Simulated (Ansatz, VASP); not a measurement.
Al in VASP and in Ansatz

```
CELL_PARAMETERS angstrom
2.83945 0.00000 0.00000
0.00000 4.01559 0.00000
0.00000 0.00000 27.77752
ATOMIC_POSITIONS crystal
Al 0.50000 0.50000 0.27000
Al 0.00000 0.00000 0.32111
Al 0.50000 0.50000 0.37222
Al 0.00000 0.00000 0.42333
Al 0.50000 0.50000 0.47444
Al 0.00000 0.00000 0.52556
Al 0.50000 0.50000 0.57667
Al 0.00000 0.00000 0.62778
Al 0.50000 0.50000 0.67889
Al 0.00000 0.00000 0.73000
```

Alike in both runs: task single point; functional PBEsol; k mesh 12 × 9 × 1; occupations gaussian, width 0.1 eV; no spin polarisation.

|  | VASP | Ansatz |
| --- | --- | --- |
| version | VASP 6.6.1 | Ansatz 0.2.0 |
| potentials or method | VASP PAW PBE potentials, release 64 (Al), cutoff 520 eV | scalar-relativistic, plane waves, PAW |
| valence electrons in the cell | 30 | 30 |

|  | VASP | Ansatz | Ansatz less VASP |
| --- | --- | --- | --- |
| gap on the k mesh at the Fermi level (eV) | none | none | - |
| rms of the force components (eV/Å) | 0.081 | 0.081 | +0.0005 |
| work function, face that differs most (eV) | 4.16 | 4.15 | -0.002 |

VASP's potentials were made for PBE, not for PBEsol. Atom by atom the forces differ by 0.001 eV/Å (rms over components). A gap of «none» marks a metal or a gap that the smearing closes. The functional is the same, so the differences come from potentials, cutoffs and numerics. Ansatz's warnings: xc potential rough in thin density.
